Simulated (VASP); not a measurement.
Write the native input for VASP 6.6.1 that does the following.

* Task: single point
* Functional: RPBE
* Potentials or basis: VASP PAW PBE potentials, release 64 (Pb_d, F)
* Cutoff: 600 eV
* k mesh: 8 × 8 × 8
* Occupations: fermi-dirac, width 0.05 eV
* Spin: no spin polarisation
* Dipole correction: no
* Further INCAR settings: ALGO = Normal; EDIFF = 1e-06; NBANDS = 21

The structure of PbF2 (Fluorocronite) lies in POSCAR:

```
PbF2
1.0
    0.0000000000      2.9636600000      2.9636600000
    2.9636600000      0.0000000000      2.9636600000
    2.9636600000      2.9636600000      0.0000000000
Pb F
1 2
Direct
    0.0000000000      0.0000000000      0.0000000000
    0.7500000000      0.7500000000      0.7500000000
    0.2500000000      0.2500000000      0.2500000000
```

One way to write it, as run:

INCAR

```
  PREC = Accurate
  ENCUT = 600
  EDIFF = 1E-6
  ISMEAR = -1
  SIGMA = 0.05
  LREAL = F
  LASPH = T
  NELM = 120
  ALGO = Normal
  ISIF = 2
  LWAVE = F
  LCHARG = F
  GGA = RP
  NBANDS = 21
  GGA_COMPAT = F
```

KPOINTS

```
Automatic mesh
0
Gamma
  8 8 8
```

Potentials or basis: VASP PAW PBE potentials, release 64 (Pb_d, F).

The run is started by

```bash
$ cat potpaw_PBE.64/Pb_d/POTCAR potpaw_PBE.64/F/POTCAR > POTCAR
$ mpirun -np 1 vasp_std > vasp.out
```

Results of the run:

- Pressure: 5.7 GPa
- Band gap on the k mesh: 4.55 eV, indirect (least direct gap 4.69 eV)

Caveat: the PAW data sets were made with another functional, which shifts forces and pressure a little; spin-orbit coupling is left out, which moves the levels of the heavy elements.

It took 63 s on 1 thread of AMD EPYC 7R43 64-Core Processor (Zen 3), with other jobs on the host, peak memory 0.18 GiB.
